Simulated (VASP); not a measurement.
# BaTiO3: single point with r2SCAN

Crystal: BaTiO3.

```
Ba Ti O
1.0
     0.00000    2.85798   -2.87415
    -3.96333    0.00000    0.00000
     0.00000    8.36121    8.41092
Ba Ti O
3 3 9
Direct
  0.99213 0.00000 0.94292
  0.99184 0.00000 0.25939
  0.99199 0.00000 0.60115
  0.47622 0.50000 0.09382
  0.47636 0.50000 0.43559
  0.47650 0.50000 0.77735
  0.50984 0.00000 0.08233
  0.50998 0.00000 0.42410
  0.51012 0.00000 0.76586
  0.02003 0.50000 0.08361
  0.02017 0.50000 0.42537
  0.02031 0.50000 0.76714
  0.50617 0.50000 0.24973
  0.50632 0.50000 0.59150
  0.50646 0.50000 0.93326
```

This cell differs from its parent crystal: the distance across one plane changed.

```
Program             : VASP 6.6.1
Task                : single point
Functional          : r2SCAN
Potentials or basis : VASP PAW PBE potentials, release 64 (Ba_sv, Ti_sv, O)
Cutoff              : 520 eV
k mesh              : 6 × 6 × 2
Occupations         : gaussian, width 0.05 eV
Spin                : no spin polarisation
```

```json
{"Pressure": "7.1 GPa", "Largest force": "1.774 eV/Å", "Band gap on the k mesh": "2.51 eV"}
```

Forces on the atoms (eV/Å):
```
Ba   0.000 -1.182 -1.293
Ba   0.000  0.231  0.209
Ba   0.000 -0.040 -0.072
Ti   0.000  0.977  0.718
Ti   0.000 -0.218 -0.375
Ti   0.000 -0.595 -0.575
O    0.000  0.570  0.833
O    0.000  0.037  0.056
O    0.000  0.008  0.040
O    0.000  0.479  0.924
O    0.000 -0.042  0.125
O    0.000  0.012  0.005
O    0.000  0.641  0.534
O    0.000  0.249  0.242
O    0.000 -1.128 -1.370
```

Stress tensor (GPa, compression positive):
```
5.36 0.00 0.00
0.00 7.90 2.67
0.00 2.67 7.99
```

Levels at points of the mesh, in eV from the valence-band top:
```tsv
k point	band 56	band 57	band 58	band 59	band 60	band 61	band 62	band 63	band 64	band 65
(0.00, 0.00, 0.00)	-0.86	-0.79	-0.56	-0.55	-0.45	2.51	2.71	2.74	2.82	2.82
(0.50, 0.00, 0.00)	-1.01	-0.95	-0.78	-0.54	-0.38	2.73	3.74	3.97	4.00	4.08
(0.00, 0.50, 0.00)	-1.15	-1.13	-1.03	-0.35	-0.18	2.92	3.73	3.93	4.08	4.10
(0.50, 0.50, 0.00)	-0.40	-0.40	-0.22	-0.14	-0.05	4.03	4.05	4.43	4.46	4.47
(0.00, 0.00, 0.50)	-0.88	-0.77	-0.65	-0.60	-0.55	2.60	2.70	2.81	2.94	2.95
(0.50, 0.00, 0.50)	-1.02	-0.99	-0.89	-0.85	-0.30	2.98	3.32	3.96	3.97	4.10
(0.00, 0.50, 0.50)	-1.00	-0.97	-0.95	-0.77	-0.08	3.02	3.34	3.93	4.07	4.12
(0.50, 0.50, 0.50)	-0.48	-0.21	-0.15	-0.05	0.00	4.05	4.11	4.31	4.35	4.46
```

It took 48 min on 1 thread of Intel(R) Xeon(R) 6975P-C (Granite Rapids), with other jobs on the host, peak memory 0.46 GiB.

Caveat: the cell differs from its parent crystal (the distance across one plane changed); the cell stands under pressure; the PAW data sets were made with another functional, which shifts forces and pressure a little; spin-orbit coupling is left out, which moves the levels of the heavy elements. A k mesh can miss the band edges.
